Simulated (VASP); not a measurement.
Input of a VASP 6.6.1 run:

INCAR

```
  PREC = Accurate
  ENCUT = 520
  EDIFF = 1E-6
  ISMEAR = 0
  SIGMA = 0.05
  LREAL = False
  LASPH = True
  NELM = 100
  ALGO = Normal
  ISIF = 2
  LWAVE = False
  LCHARG = False
  GGA = PS
  NBANDS = 16
```

File KPOINTS:

```
regular mesh
0
Gamma
  8 8 6
```

Contents of POSCAR:

```
MgO
1.0
    0.0000000000     -2.1071057205     -2.1071057205
    0.0000000000      2.1071057205     -2.1071057205
    4.2142114411      0.0000000000      0.0000000000
Mg O
2 2
Direct
    0.4822030762      0.5177969238      0.5000000000
    0.0177969238     -0.0177969238      0.0000000000
    0.5099734196      0.4900265804      0.0000000000
   -0.0099734196      0.0099734196      0.5000000000
```

Potentials or basis: VASP PAW PBE potentials, release 64 (Mg, O).

The run is started by

```sh
$ cat potpaw_PBE.64/Mg/POTCAR potpaw_PBE.64/O/POTCAR > POTCAR
$ mpirun -np 1 vasp_std > vasp.out
```

Estimate the largest force.

0.550 eV/Å.

What does it give for the band gap on the k mesh?

4.59 eV.

Stress tensor (GPa, compression positive):
```
-0.11  0.00  0.00
 0.00 -0.21  0.00
 0.00  0.00 -0.83
```

Caveat: the cell differs from its parent crystal (mode 4 (284.4 1/cm) frozen in, largest displacement +0.075 Å); the PAW data sets were made with another functional, which shifts forces and pressure a little.
